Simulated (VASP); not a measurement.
# Mg3CdS2 (P6_3/mmc) in VASP: single point with PBE

Aim: the single point of Mg3CdS2 with PBE.

Everything below comes from runs of VASP 6.6.1. Logs are shortened: lines on timing, memory, paths and dates and some standing lists are left out, and cuts for length are marked.

## Step 1: The cell of the first run

The structure is hexagonal, space group P6_3/mmc (No. 194). The conventional cell has a = 3.643 Å, b = 3.643 Å, c = 21.462 Å, α = 90.00°, β = 90.00°, γ = 120.00°. Mg (site symmetry 3m) has 3 S at 2.60 Å and 3 Cd at 3.13 Å within 3.4 Å. Mg (site symmetry -3m) has 6 S at 2.60 Å within 3.4 Å. Cd (site symmetry -6m2) has 6 Mg at 3.13 Å and 6 Cd at 3.64 Å within 4.1 Å. S (site symmetry 3m) has 6 Mg at 2.60 Å within 3.4 Å.

## Step 2: Single point, PBE

INCAR

```
ALGO = Normal
EDIFF = 1E-7
ENCUT = 520
GGA = PE
ISIF = 2
ISMEAR = 0
LASPH = True
LCHARG = False
LREAL = False
LWAVE = False
NBANDS = 42
NELM = 60
PREC = Accurate
SIGMA = 0.2
```

KPOINTS

```
k-points
0
Gamma
  5 5 1
```

POSCAR

```
Mg3CdS2
1.0
    3.6434153915      0.0000000000      0.0000000000
   -1.8217076958      3.1552902856      0.0000000000
    0.0000000000      0.0000000000     21.4621801729
Mg Cd S
6 2 4
Direct
    0.6666666667      0.3333333333      0.8578672823
    0.0000000000      0.0000000000      0.0000000000
    0.3333333333      0.6666666667      0.1421327177
    0.0000000000      0.0000000000      0.5000000000
    0.3333333333      0.6666666667      0.3578672823
    0.6666666667      0.3333333333      0.6421327177
    0.0000000000      0.0000000000      0.2500000000
    0.0000000000      0.0000000000      0.7500000000
    0.3333333333      0.6666666667      0.9291666724
    0.6666666667      0.3333333333      0.0708333276
    0.3333333333      0.6666666667      0.5708333276
    0.6666666667      0.3333333333      0.4291666724
```

Potentials or basis: VASP PAW PBE potentials, release 64 (Mg, Cd, S).

Launch:

```bash
$ cat potpaw_PBE.64/Mg/POTCAR potpaw_PBE.64/Cd/POTCAR potpaw_PBE.64/S/POTCAR > POTCAR
$ mpirun -np 1 vasp_std > vasp.out
```

OUTCAR:

```text
EDIFF = 1E-7
   ENCUT = 520
   GGA = PE
   ISIF = 2
   ISMEAR = 0
   LASPH = True
   LREAL = False
   NELM = 60
   PREC = Accurate

 ion  position               nearest neighbor table
   1  0.667  0.333  0.858-   9 2.60   9 2.60   9 2.60   8 3.13   8 3.13   8 3.13
   2  0.000  0.000  0.000-   9 2.60  10 2.60  10 2.60   9 2.60  10 2.60   9 2.60
   3  0.333  0.667  0.142-  10 2.60  10 2.60  10 2.60   7 3.13   7 3.13   7 3.13
   4  0.000  0.000  0.500-  11 2.60  12 2.60  12 2.60  11 2.60  12 2.60  11 2.60
   5  0.333  0.667  0.358-  12 2.60  12 2.60  12 2.60   7 3.13   7 3.13   7 3.13
   6  0.667  0.333  0.642-  11 2.60  11 2.60  11 2.60   8 3.13   8 3.13   8 3.13
   7  0.000  0.000  0.250-   3 3.13   5 3.13   3 3.13   5 3.13   3 3.13   5 3.13
   8  0.000  0.000  0.750-   1 3.13   6 3.13   1 3.13   6 3.13   1 3.13   6 3.13
   9  0.333  0.667  0.929-   2 2.60   2 2.60   2 2.60   1 2.60   1 2.60   1 2.60
  10  0.667  0.333  0.071-   2 2.60   2 2.60   2 2.60   3 2.60   3 2.60   3 2.60
  11  0.333  0.667  0.571-   4 2.60   4 2.60   4 2.60   6 2.60   6 2.60   6 2.60
  12  0.667  0.333  0.429-   4 2.60   4 2.60   4 2.60   5 2.60   5 2.60   5 2.60

  LATTYP: Found a hexagonal cell.
 ALAT       =     3.6434153915
 C/A-ratio  =     5.8906761559

  Lattice vectors:

 A1 = (   3.6434153915,   0.0000000000,   0.0000000000)
 A2 = (  -1.8217076958,   3.1552902856,   0.0000000000)
 A3 = (   0.0000000000,   0.0000000000,  21.4621801729)

Analysis of symmetry for initial positions (statically):
=====================================================================
 Subroutine PRICEL returns:
 Original cell was already a primitive cell.

 Routine SETGRP: Setting up the symmetry group for a
 hexagonal supercell.

 Subroutine GETGRP returns: Found 24 space group operations
 (whereof 12 operations were pure point group operations)
 out of a pool of 24 trial point group operations.

The static configuration has the point symmetry D_3d.
 The point group associated with its full space group is D_6h.

Analysis of symmetry for dynamics (positions and initial velocities):
=====================================================================
 Subroutine PRICEL returns:
 Original cell was already a primitive cell.

 Routine SETGRP: Setting up the symmetry group for a
 hexagonal supercell.

 Subroutine GETGRP returns: Found 24 space group operations
 (whereof 12 operations were pure point group operations)
 out of a pool of 24 trial point group operations.
[... 113 lines left out ...]
   NELECT =      60.0000    total number of electrons
   NUPDOWN=      -1.0000    fix difference up-down
   EMIN   =  10.00;   EMAX   =-10.00  energy-range for DOS
   EFERMI =   0.00;   METHOD = LEGACY
   ISMEAR =     0;   SIGMA  =   0.20  broadening in eV -4-tet -1-fermi 0-gaus
   EFERMI_NEDOS =   21; number of points for ismear=-14 and -15
   IALGO  =     38    algorithm
   IMIX   =      4    mixing-type and parameters
     AMIX     =   0.40;   BMIX     =  1.00
     AMIX_MAG =   1.60;   BMIX_MAG =  1.00
  volume/ion in A,a.u.               =      20.56       138.75
  Fermi-wavevector in a.u.,A,eV,Ry     =   1.021844  1.931005 14.206732  1.044165
  Thomas-Fermi vector in A             =   2.155491
   LORBIT       =      0    0 simple, 1 ext, 2 COOP (PROOUT), +10 PAW based schemes
   GGA     = PE    functional components
   LHFCALC =     F    Hartree Fock is set to
   AEXX    =    0.0000 exact exchange contribution
   IVDW    =     0    specifies the selected vdW correction
   LEPSILON=     F    determine dielectric tensor
   LRPA    =     F    only Hartree local field effects (RPA)
 non-spin polarized calculation
 Gauss-broadening in eV      SIGMA  =   0.20
  energy-cutoff  :      520.00
  volume of cell :      246.73
 maximum number of plane-waves:      6658
 NGX is ok and might be reduce to    28
   NGX = 13   NGY = 13   NGZ = 79

 number of electron      59.9999995 magnetization

 Free energy of the ion-electron system (eV)
  ---------------------------------------------------
  ext. energy  EPLUGINS =         0.00000000
  ---------------------------------------------------
  free energy    TOTEN  =       -37.53173197 eV

  energy without entropy =      -37.46695630  energy(sigma->0) =      -37.49934413

 E-fermi :   3.8000     XC(G=0):  -9.3939

 val. band max:        3.6693295289   @ k =   0.4000   0.0000   0.0000
 cond. band min:       3.9095795345   @ k =   0.4000   0.0000   0.0000
 fundamental gap:      0.2402500056
 Fermi energy:         3.7999625854

 k-point     1 :       0.0000    0.0000    0.0000
  band No.  band energies     occupation
      1     -10.4278      2.00000
      2     -10.4265      2.00000
      3      -9.8040      2.00000
      4      -9.8017      2.00000
      5      -4.6017      2.00000
      6      -4.5977      2.00000
[... 214 lines left out ...]
     41       8.1299      0.00000
     42       8.1573      0.00000

------------------------ aborting loop because EDIFF is reached ----------------------------------------

  FORCE on cell =-STRESS in cart. coord.  units (eV):
  Direction    XX          YY          ZZ          XY          YZ          ZX
  --------------------------------------------------------------------------------------
  -------------------------------------------------------------------------------------
  Total       -1.1009254     -1.1009254     -0.4660499      0.0000000      0.0000000      0.0000000
  in kB       -7.1490219     -7.1490219     -3.0263641      0.0000000      0.0000000      0.0000000
  external PRESSURE =      -5.7748026 kB  Pullay stress =       0.0000000 kB

 VOLUME and BASIS-vectors are now :
 -----------------------------------------------------------------------------
  energy-cutoff  :      520.00
  volume of cell :      246.73
      direct lattice vectors                 reciprocal lattice vectors
     3.643415392  0.000000000  0.000000000     0.274467743  0.158464025  0.000000000
    -1.821707696  3.155290286  0.000000000     0.000000000  0.316928051  0.000000000
     0.000000000  0.000000000 21.462180173     0.000000000  0.000000000  0.046593589

 POSITION                                       TOTAL-FORCE (eV/Angst)
 -----------------------------------------------------------------------------------
      1.82171      1.05176     18.41170         0.000000      0.000000     -0.020366
      0.00000      0.00000      0.00000         0.000000      0.000000      0.000000
     -0.00000      2.10353      3.05048        -0.000000      0.000000      0.020366
      0.00000      0.00000     10.73109         0.000000      0.000000      0.000000
     -0.00000      2.10353      7.68061         0.000000      0.000000     -0.020366
      1.82171      1.05176     13.78157         0.000000     -0.000000      0.020366
      0.00000      0.00000      5.36555         0.000000     -0.000000      0.000000
      0.00000      0.00000     16.09664        -0.000000      0.000000      0.000000
     -0.00000      2.10353     19.94194        -0.000000     -0.000000     -0.005698
      1.82171      1.05176      1.52024         0.000000      0.000000      0.005698
     -0.00000      2.10353     12.25133        -0.000000     -0.000000      0.005698
      1.82171      1.05176      9.21085        -0.000000      0.000000     -0.005698
 -----------------------------------------------------------------------------------
    total drift:                                0.000000      0.000000      0.000000

  FREE ENERGIE OF THE ION-ELECTRON SYSTEM (eV)
  ---------------------------------------------------
  free  energy   TOTEN  =       -37.5317319702 eV

  energy  without entropy=      -37.4669562954  energy(sigma->0) =      -37.49934413
```

OSZICAR:

```text
N       E                     dE             d eps       ncg     rms          rms(c)
DAV:   1     0.328177799740E+03    0.32818E+03   -0.25414E+04   420   0.122E+03
DAV:   2    -0.112818694457E+02   -0.33946E+03   -0.32127E+03   510   0.258E+02
DAV:   3    -0.391121554244E+02   -0.27830E+02   -0.27656E+02   512   0.710E+01
DAV:   4    -0.395492674576E+02   -0.43711E+00   -0.43657E+00   512   0.918E+00
DAV:   5    -0.395558539523E+02   -0.65865E-02   -0.65853E-02   528   0.116E+00    0.106E+01
DAV:   6    -0.376983667006E+02    0.18575E+01   -0.37324E+00   500   0.798E+00    0.808E+00
DAV:   7    -0.375415128308E+02    0.15685E+00   -0.16005E+00   536   0.383E+00    0.394E+00
DAV:   8    -0.375313083570E+02    0.10204E-01   -0.11338E-01   490   0.134E+00    0.379E-01
DAV:   9    -0.375315346607E+02   -0.22630E-03   -0.53788E-03   512   0.375E-01    0.205E-01
DAV:  10    -0.375316831109E+02   -0.14845E-03   -0.29944E-04   516   0.778E-02    0.904E-02
DAV:  11    -0.375317320608E+02   -0.48950E-04   -0.23642E-04   496   0.733E-02    0.144E-02
DAV:  12    -0.375317319272E+02    0.13360E-06   -0.15074E-05   510   0.123E-02    0.894E-03
DAV:  13    -0.375317322862E+02   -0.35898E-06   -0.12971E-06   504   0.540E-03    0.430E-03
DAV:  14    -0.375317319504E+02    0.33579E-06   -0.37022E-07   456   0.176E-03    0.851E-04
DAV:  15    -0.375317319702E+02   -0.19741E-07   -0.18965E-08   264   0.597E-04
   1 F= -.37531732E+02 E0= -.37499344E+02  d E =-.647757E-01
```

Wall time 54 s (1 thread of Intel Xeon 6975P-C (Granite Rapids), shared host); peak memory 0.35 GiB.

What came out:

```yaml
Free_energy: -37.5317 eV
Pressure: -0.6 GPa
Largest_force: 0.020 eV/Å
Band_gap_on_the_k_mesh: 0.24 eV, direct
```

Forces on the atoms (eV/Å):
```
Mg   0.000  0.000 -0.020
Mg   0.000  0.000  0.000
Mg   0.000  0.000  0.020
Mg   0.000  0.000  0.000
Mg   0.000  0.000 -0.020
Mg   0.000  0.000  0.020
Cd   0.000  0.000  0.000
Cd   0.000  0.000  0.000
S    0.000  0.000 -0.006
S    0.000  0.000  0.006
S    0.000  0.000  0.006
S    0.000  0.000 -0.006
```

Stress tensor (GPa, compression positive):
```
-0.71  0.00  0.00
 0.00 -0.71  0.00
 0.00  0.00 -0.30
```
